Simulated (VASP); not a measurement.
Wanted: the native input for a VASP 6.6.1 run.

```
Task                   : single point
Functional             : PBEsol
Potentials or basis    : VASP PAW PBE potentials, release 64 (Ta_pv)
Cutoff                 : 520 eV
k mesh                 : 3 × 3 × 3
Occupations            : gaussian, width 0.1 eV
Spin                   : no spin polarisation
Dipole correction      : no
Further INCAR settings : ALGO = Fast; EDIFF = 1e-06; NBANDS = 78
```

The structure of Ta lies in POSCAR:

```
Ta
1.0
    2.7763178223      1.6029078421      9.5646720500
   -2.7763178223      1.6029078421      9.5646720500
    0.0000000000     -3.2058156841      9.5646720500
Ta
12
Direct
    0.0478738386      0.5464842630      0.0478738386
    0.0478738386      0.0478738386      0.5464842630
    0.5464842630      0.0478738386      0.0478738386
    0.9521261614      0.4535157370      0.9521261614
    0.4535157370      0.9521261614      0.9521261614
    0.9521261614      0.9521261614      0.4535157370
    0.2094444272      0.7019752332      0.2094444272
    0.2094444272      0.2094444272      0.7019752332
    0.7019752332      0.2094444272      0.2094444272
    0.7905555728      0.2980247668      0.7905555728
    0.2980247668      0.7905555728      0.7905555728
    0.7905555728      0.7905555728      0.2980247668
```

These files were run (other wordings do the same):

INCAR

```
ALGO = Fast
EDIFF = 1E-6
ENCUT = 520
GGA = PS
ISIF = 2
ISMEAR = 0
LASPH = True
LCHARG = True
LELF = True
LREAL = False
LVHAR = True
LWAVE = False
NBANDS = 78
NELM = 60
PREC = Accurate
SIGMA = 0.1
```

KPOINTS

```
k-points
0
Gamma
  3 3 3
```

Potentials or basis: VASP PAW PBE potentials, release 64 (Ta_pv).

The run is started by

```sh
$ cat potpaw_PBE.64/Ta_pv/POTCAR > POTCAR
$ mpirun -np 1 vasp_std > vasp.out
```

It gave:

```
Pressure               : 0.1 GPa
Largest force          : 0.034 eV/Å
Band gap on the k mesh : zero (bands 66 and 67 overlap by 0.76 eV)
```

Caveat: the k points lie up to 0.44 Å⁻¹ apart, too coarse for converged energies and pressures of a metal; the PAW data sets were made with another functional, which shifts forces and pressure a little; spin-orbit coupling is left out, which moves the levels of the heavy elements.

It took 7.6 min on 1 thread of Intel(R) Xeon(R) 6975P-C (Granite Rapids) (shared host), peak memory 0.85 GiB.
